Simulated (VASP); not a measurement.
Here is a VASP 6.6.1 calculation.

The input INCAR:

```
SYSTEM = EuPt3
ALGO     = Normal         ! electronic algorithm
EDIFF    = 1E-6           ! SCF threshold, eV
ENCUT    = 520            ! plane-wave cutoff, eV
GGA      = PS             ! functional
ISIF     = 2              ! what is computed and relaxed
ISMEAR   = 0              ! smearing method
ISPIN    = 2              ! spin polarisation
LASPH    = .TRUE.         ! aspherical terms in the spheres
LCHARG   = .FALSE.        ! write CHGCAR
LMAXMIX  = 6              ! l up to which the mixer works
LORBIT   = 11             ! projections on sites
LREAL    = .FALSE.        ! projectors in reciprocal space
LWAVE    = .FALSE.        ! write WAVECAR
MAGMOM   = 7.03 0 0 0     ! initial moments
NBANDS   = 36             ! bands
NELM     = 150            ! most SCF steps
PREC     = Accurate       ! precision mode
SIGMA    = 0.05           ! smearing width, eV
```

KPOINTS

```
k-points
0
G
  8 8 8
  0 0 0
```

Contents of POSCAR:

```
EuPt3
1.0
    0.0000000000      3.3303840527      3.3303840527
    3.3303840527      0.0000000000      3.3303840527
    3.3303840527      3.3303840527      0.0000000000
Eu Pt
1 3
Direct
    0.0000000000      0.0000000000      0.0000000000
    0.5000000000      0.5000000000      0.5000000000
    0.2500000000      0.2500000000      0.2500000000
    0.7500000000      0.7500000000      0.7500000000
```

Potentials or basis: VASP PAW PBE potentials, release 64 (Eu, Pt).

Launch:

```sh
$ cat potpaw_PBE.64/Eu/POTCAR potpaw_PBE.64/Pt/POTCAR > POTCAR
$ mpirun -np 1 vasp_std > vasp.out
```

(1) What does it give for the pressure?

(2) Estimate the net moment.

(3) What does it give for the site moments?

## Answers

(1) -5.7 GPa.

(2) 6.54 μB per cell.

(3) Eu +6.30; Pt +0.01, -0.03 (each value once) μB.

Caveat: the cell stands under tension; the PAW data sets were made with another functional, which shifts forces and pressure a little.
